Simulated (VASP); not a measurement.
# CdS (I-4m2) in VASP: further runs, part 2 of 2

VASP 6.6.1. The steps go on from the part before.

### Step 4. Single point, PBE (epitaxial xy strain +1.0%)

The input, INCAR:

```
PREC = Accurate
ENCUT = 520
EDIFF = 1E-7
ISMEAR = 0
SIGMA = 0.01
LREAL = False
LASPH = True
NELM = 100
ALGO = Normal
ISIF = 2
LWAVE = False
LCHARG = False
GGA = PE
NBANDS = 16
```

The input, KPOINTS:

```
regular mesh
0
Gamma
  4 4 4
```

The input, POSCAR:

```
CdS
1.0
    0.0000000000      2.9686069915      2.8940821448
    2.9686069915      0.0000000000      2.8940821448
    2.9686069915      2.9686069915      0.0000000000
Cd S
1 1
Direct
    0.0000000000      0.0000000000      0.0000000000
    0.2500000000      0.2500000000      0.2500000000
```

Potentials or basis: VASP PAW PBE potentials, release 64 (Cd, S).

Started as:

```bash
> cat potpaw_PBE.64/Cd/POTCAR potpaw_PBE.64/S/POTCAR > POTCAR
> mpirun -np 1 vasp_std > vasp.out
```

OUTCAR:

```text
PREC = Accurate
   ENCUT = 520
   EDIFF = 1E-7
   ISMEAR = 0
   LREAL = False
   LASPH = True
   NELM = 100
   ISIF = 2
   GGA = PE

 ion  position               nearest neighbor table
   1  0.000  0.000  0.000-   2 2.55   2 2.55   2 2.55   2 2.55
   2  0.250  0.250  0.250-   1 2.55   1 2.55   1 2.55   1 2.55

  LATTYP: Found a body centered tetragonal cell.
 ALAT       =     4.1982442687
 C/A-ratio  =     1.3787106988

  Lattice vectors:

 A1 = (   0.0000000000,  -2.9686069915,  -2.8940821448)
 A2 = (   0.0000000000,   2.9686069915,  -2.8940821448)
 A3 = (   2.9686069915,   0.0000000000,   2.8940821448)

Analysis of symmetry for initial positions (statically):
=====================================================================
 Subroutine PRICEL returns:
 Original cell was already a primitive cell.

 Routine SETGRP: Setting up the symmetry group for a
 body centered tetragonal supercell.

 Subroutine GETGRP returns: Found  8 space group operations
 (whereof  8 operations were pure point group operations)
 out of a pool of 16 trial point group operations.

The static configuration has the point symmetry D_2d.

Analysis of symmetry for dynamics (positions and initial velocities):
=====================================================================
 Subroutine PRICEL returns:
 Original cell was already a primitive cell.

 Routine SETGRP: Setting up the symmetry group for a
 body centered tetragonal supercell.

 Subroutine GETGRP returns: Found  8 space group operations
 (whereof  8 operations were pure point group operations)
 out of a pool of 16 trial point group operations.

The dynamic configuration has the point symmetry D_2d.

 Subroutine INISYM returns: Found  8 space group operations
 (whereof  8 operations are pure point group operations),
 and found     1 'primitive' translations

[... 99 lines left out ...]
   IALGO  =     38    algorithm
   IMIX   =      4    mixing-type and parameters
     AMIX     =   0.40;   BMIX     =  1.00
     AMIX_MAG =   1.60;   BMIX_MAG =  1.00
  volume/ion in A,a.u.               =      25.50       172.11
  Fermi-wavevector in a.u.,A,eV,Ry     =   1.156867  2.186162 18.209250  1.338342
  Thomas-Fermi vector in A             =   2.293484
   LORBIT       =      0    0 simple, 1 ext, 2 COOP (PROOUT), +10 PAW based schemes
   GGA     = PE    functional components
   LHFCALC =     F    Hartree Fock is set to
   AEXX    =    0.0000 exact exchange contribution
   IVDW    =     0    specifies the selected vdW correction
   LEPSILON=     F    determine dielectric tensor
   LRPA    =     F    only Hartree local field effects (RPA)
 non-spin polarized calculation
 Gauss-broadening in eV      SIGMA  =   0.01
  energy-cutoff  :      520.00
  volume of cell :       51.01
 maximum number of plane-waves:      1395
 NGX is ok and might be reduce to    32
   NGX = 15   NGY = 15   NGZ = 15

 number of electron      18.0000004 magnetization

 Free energy of the ion-electron system (eV)
  ---------------------------------------------------
  ext. energy  EPLUGINS =         0.00000000
  ---------------------------------------------------
  free energy    TOTEN  =        -6.10828714 eV

  energy without entropy =       -6.10828714  energy(sigma->0) =       -6.10828714

 E-fermi :   1.2469     XC(G=0):  -9.0121

 val. band max:        1.1497896381   @ k =   0.0000   0.0000   0.0000
 cond. band min:       2.1783472140   @ k =   0.0000   0.0000   0.0000
 fundamental gap:      1.0285575759
 Fermi energy:         1.2468886809

 k-point     1 :       0.0000    0.0000    0.0000
  band No.  band energies     occupation
      1     -11.0964      2.00000
      2      -6.5541      2.00000
      3      -6.5541      2.00000
      4      -6.5397      2.00000
      5      -6.1142      2.00000
      6      -6.1055      2.00000
[... 224 lines left out ...]
      3      -6.3069      2.00000
      4      -6.1461      2.00000
      5      -6.0991      2.00000
      6      -5.5308      2.00000
[... 8 lines left out ...]
     15      14.1547      0.00000
     16      14.2322      0.00000

------------------------ aborting loop because EDIFF is reached ----------------------------------------

  FORCE on cell =-STRESS in cart. coord.  units (eV):
  Direction    XX          YY          ZZ          XY          YZ          ZX
  --------------------------------------------------------------------------------------
  -------------------------------------------------------------------------------------
  Total        0.4530824      0.4530824      0.5923721      0.0000000      0.0000000      0.0000000
  in kB       14.2311989     14.2311989     18.6062533      0.0000000      0.0000000      0.0000000
  external PRESSURE =      15.6895503 kB  Pullay stress =       0.0000000 kB

 VOLUME and BASIS-vectors are now :
 -----------------------------------------------------------------------------
  energy-cutoff  :      520.00
  volume of cell :       51.01
      direct lattice vectors                 reciprocal lattice vectors
     0.000000000  2.968606992  2.894082145    -0.168429166  0.168429166  0.172766347
     2.968606992  0.000000000  2.894082145     0.168429166 -0.168429166  0.172766347
     2.968606992  2.968606992  0.000000000     0.168429166  0.168429166 -0.172766347

 POSITION                                       TOTAL-FORCE (eV/Angst)
 -----------------------------------------------------------------------------------
      0.00000      0.00000      0.00000        -0.000000     -0.000000     -0.000000
      1.48430      1.48430      1.44704         0.000000      0.000000      0.000000
 -----------------------------------------------------------------------------------
    total drift:                               -0.000000     -0.000000     -0.000001

  FREE ENERGIE OF THE ION-ELECTRON SYSTEM (eV)
  ---------------------------------------------------
  free  energy   TOTEN  =        -6.1082871381 eV

  energy  without entropy=       -6.1082871381  energy(sigma->0) =       -6.10828714
```

OSZICAR:

```text
N       E                     dE             d eps       ncg     rms          rms(c)
DAV:   1     0.106948727663E+03    0.10695E+03   -0.90667E+03   416   0.104E+03
DAV:   2    -0.259135338339E+01   -0.10954E+03   -0.10320E+03   488   0.250E+02
DAV:   3    -0.664792569822E+01   -0.40566E+01   -0.40504E+01   528   0.504E+01
DAV:   4    -0.667204545826E+01   -0.24120E-01   -0.24118E-01   520   0.381E+00
DAV:   5    -0.667238508912E+01   -0.33963E-03   -0.33962E-03   528   0.429E-01    0.763E+00
DAV:   6    -0.612759785599E+01    0.54479E+00   -0.85203E-01   560   0.114E+01    0.622E+00
DAV:   7    -0.610761350632E+01    0.19984E-01   -0.20042E-01   512   0.305E+00    0.307E+00
DAV:   8    -0.610811284987E+01   -0.49934E-03   -0.18555E-02   496   0.170E+00    0.291E-01
DAV:   9    -0.610806217673E+01    0.50673E-04   -0.22814E-03   504   0.687E-01    0.618E-02
DAV:  10    -0.610820063556E+01   -0.13846E-03   -0.27292E-04   464   0.171E-01    0.729E-02
DAV:  11    -0.610829596367E+01   -0.95328E-04   -0.16096E-04   448   0.993E-02    0.255E-02
DAV:  12    -0.610828606141E+01    0.99023E-05   -0.28796E-05   568   0.688E-02    0.108E-02
DAV:  13    -0.610828744792E+01   -0.13865E-05   -0.44171E-06   472   0.122E-02    0.931E-03
DAV:  14    -0.610828716252E+01    0.28540E-06   -0.32638E-07   552   0.356E-03    0.549E-03
DAV:  15    -0.610828713810E+01    0.24423E-07   -0.40951E-08   368   0.127E-03
   1 F= -.61082871E+01 E0= -.61082871E+01  d E =-.997673E-45
```

stdout:

```text
POSCAR found type information on POSCAR CdS
 POSCAR found :  2 types and       2 ions
 scaLAPACK will be used
 LDA part: xc-table for (Slater+PW92), standard interpolation
 POSCAR, INCAR and KPOINTS ok, starting setup
 FFT: planning ... GRIDC
 FFT: planning ... GRID_SOFT
 FFT: planning ... GRID
 WAVECAR not read
 entering main loop
```

Wall time 10 s (1 thread of Intel Xeon Platinum 8375C at 2.90GHz (Ice Lake), shared host); peak memory 0.17 GiB.

What came out:

```
Free energy            : -6.1083 eV
Pressure               : 1.6 GPa
Band gap on the k mesh : 1.03 eV
```

Stress tensor (GPa, compression positive):
```
1.42 0.00 0.00
0.00 1.42 0.00
0.00 0.00 1.86
```

Caveat: the k points lie up to 0.46 Å⁻¹ apart; the cell differs from its parent crystal (epitaxial xy strain +1.0%); the structure was generated, so it needn't be the stable form of CdS.

### Step 5. Overview

| cell | gap on the mesh (eV) | pressure (GPa) |
| --- | --- | --- |
| a = 4.176, b = 4.176, c = 4.074 Å, angles 60.8, 60.8, 58.4°, 2 atoms | 1.06 | 2.6 |
| a = 4.166, b = 4.166, c = 4.115 Å, angles 60.4, 60.4, 59.2°, 2 atoms | 1.07 | 2.2 |
| a = 4.146, b = 4.146, c = 4.198 Å, angles 59.6, 59.6, 60.8°, 2 atoms | 1.03 | 1.6 |

Alike in all rows: task single point; level PBE; potentials or basis VASP PAW PBE potentials, release 64 (Cd, S); no spin polarisation; k mesh 4 × 4 × 4; cutoff (eV) 520; smearing gaussian 0.01 eV.

Caveats: all runs use coarse meshes; the structure was generated, so it needn't be the stable form of CdS.

Total energies depend on the potentials used, so only differences within one code and one set of settings carry meaning.
